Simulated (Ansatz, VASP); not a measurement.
# One calculation of Li2Nb, two programs

The input INCAR:

```
ALGO = Fast
EDIFF = 1E-6
ENCUT = 520
GGA = PE
ISIF = 2
ISMEAR = -1
LASPH = True
LCHARG = False
LREAL = False
LWAVE = False
NBANDS = 16
NELM = 60
PREC = Accurate
SIGMA = 0.05
```

KPOINTS

```
k-points
0
Gamma
  11 11 5
```

File POSCAR:

```
Li2Nb
1.0
    2.7809289600      0.0000000000      0.0000000000
   -1.3904644800      2.4083551200      0.0000000000
    0.0000000000      0.0000000000      5.5885382400
Li Nb
2 1
Direct
    0.0000000000      0.0000000000      0.1605760300
    0.0000000000      0.0000000000      0.8394239700
    0.0000000000      0.0000000000      0.5000000000
```

input.yaml

```yaml
crystal:
  lattice:
    - [2.78092896, 0.0, 0.0]
    - [-1.39046448, 2.40835512, 0.0]
    - [0.0, 0.0, 5.58853824]
  atoms:
    - { symbol: Li, position: [0.0, 0.0, 0.16057603] }
    - { symbol: Li, position: [0.0, 0.0, 0.83942397] }
    - { symbol: Nb, position: [0.0, 0.0, 0.5] }
kpoints:
  mp_grid: { grid: [11, 11, 5] }
scf:
  occupations: { method: fermi_dirac, width: 0.05 }
hamiltonian:
  xc: pbe
  pseudopotentials: { kind: all_electron, lapw: { basis_error: 0.001 } }
output:
  forces: true
  stress: true
  eigenvalues: true
  populations: true
```

Alike in both runs: task single point; functional PBE; k mesh 11 × 11 × 5; occupations fermi-dirac, width 0.05 eV; no spin polarisation.

|  | VASP | Ansatz |
| --- | --- | --- |
| version | VASP 6.6.1 | Ansatz 0.2.0 |
| potentials or method | VASP PAW PBE potentials, release 64 (Li_sv, Nb_sv), cutoff 520 eV | all-electron LAPW, scalar-relativistic |

VASP gave:

```
gap on the k mesh at the Fermi level (eV) : none
rms of the force components (eV/Å)        : 1.632
```

Task: What did Ansatz give for the same quantities?

Result: gap on the k mesh at the Fermi level (eV): none; rms of the force components (eV/Å): 1.605.

Atom by atom the forces differ by 0.027 eV/Å (rms over components). A gap of «none» marks a metal or a gap that the smearing closes. Ansatz ran all-electron here, and VASP with PAW potentials.

Noted on VASP's run: the cutoff is short for stress, so the pressure is rough.
